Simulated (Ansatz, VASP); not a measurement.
Pb: VASP beside Ansatz

```
Pb
1.0
     3.55420    0.00000    0.00000
    -1.77710    3.07802    0.00000
     0.00000    0.00000    5.82793
Pb
2
Direct
  0.33333 0.66667 0.25000
  0.66667 0.33333 0.75000
```

Alike in both runs: functional PBE; k mesh 10 × 10 × 6; occupations fermi-dirac, width 0.1 eV; no spin polarisation.

Ansatz relaxed the structure, and its values are those at the end. VASP's run is a single point on that final structure, the one shown.

|  | VASP | Ansatz |
| --- | --- | --- |
| version | VASP 6.6.1 | Ansatz 0.2.0 |
| potentials or method | VASP PAW PBE potentials, release 64 (Pb_d), cutoff 520 eV | plane waves (420 eV) with PAW, scalar-relativistic |
| valence electrons in the cell | 28 | 28 |

```csv
,VASP,Ansatz,Ansatz less VASP
pressure (GPa),-0.1,0.0,+0.04
```

Spin-orbit coupling is off throughout.
